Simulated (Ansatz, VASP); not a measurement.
# MoSe2 in VASP and in Ansatz

```
Mo Se
1.0
     3.27776    0.00000    0.00000
    -1.63888    2.83862    0.00000
     0.00000    0.00000   12.71817
Mo Se
2 4
Direct
  0.33333 0.66667 0.25000
  0.66667 0.33333 0.75000
  0.33333 0.66667 0.61838
  0.66667 0.33333 0.11838
  0.33333 0.66667 0.88162
  0.66667 0.33333 0.38162
```

Alike in both runs: task relaxation of cell and atoms; functional PBE; dispersion D3(BJ); k mesh 9 × 9 × 2; occupations gaussian, width 0.02 eV; no spin polarisation.

|  | VASP | Ansatz |
| --- | --- | --- |
| version | VASP 6.6.1 | Ansatz 0.2.0 |
| potentials or method | VASP PAW PBE potentials, release 64 (Mo_sv, Se), cutoff 500 eV | scalar-relativistic, plane waves, PAW |
| valence electrons in the cell | 52 | 92 |

|  | VASP | Ansatz | Ansatz less VASP |
| --- | --- | --- | --- |
| gap on the k mesh at the Fermi level, each at its own relaxed structure (eV) | 0.84 | 0.85 | +0.009 |
| relaxed volume (Å³/atom) | 19.75 | 19.73 | -0.020 |
| relaxed cell length with the largest relative difference (Å) | 3.279 | 3.277 | -0.0023 |

VASP's potentials hold 52 valence electrons a cell and Ansatz's 92, so a difference there can come from the potentials and not from the codes.
